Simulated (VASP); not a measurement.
# LiBe4: single point with PBE

Crystal: LiBe4.

```
Li Be
1.0
     3.82453    0.00000    0.00000
     0.00000    3.82453    0.00000
     0.00000    0.00000    3.82453
Li Be
1 4
Direct
  0.00000 0.00000 0.00000
  0.00000 0.50000 0.50000
  0.50000 0.00000 0.50000
  0.50000 0.50000 0.00000
  0.50000 0.50000 0.50000
```

```
Program                : VASP 6.6.1
Task                   : single point
Functional             : PBE
Potentials or basis    : VASP PAW PBE potentials, release 64 (Li_sv, Be)
Cutoff                 : 750 eV
k mesh                 : 5 × 5 × 5
Occupations            : gaussian, width 0.2 eV
Spin                   : no spin polarisation
Dipole correction      : no
Further INCAR settings : ALGO = Normal; EDIFF = 1e-06; NBANDS = 14
```

```
Pressure : 0.2 GPa
```

Levels at points of the mesh, in eV from the Fermi level:
| k point | band 3 | band 4 | band 5 | band 6 | band 7 | band 8 |
| --- | --- | --- | --- | --- | --- | --- |
| (0.00, 0.00, 0.00) | -2.37 | -2.37 | -2.37 | 2.37 | 2.37 | 4.12 |

It took 17 s on 1 thread of Intel Xeon 8259CL (shared host), peak memory 0.2 GiB.
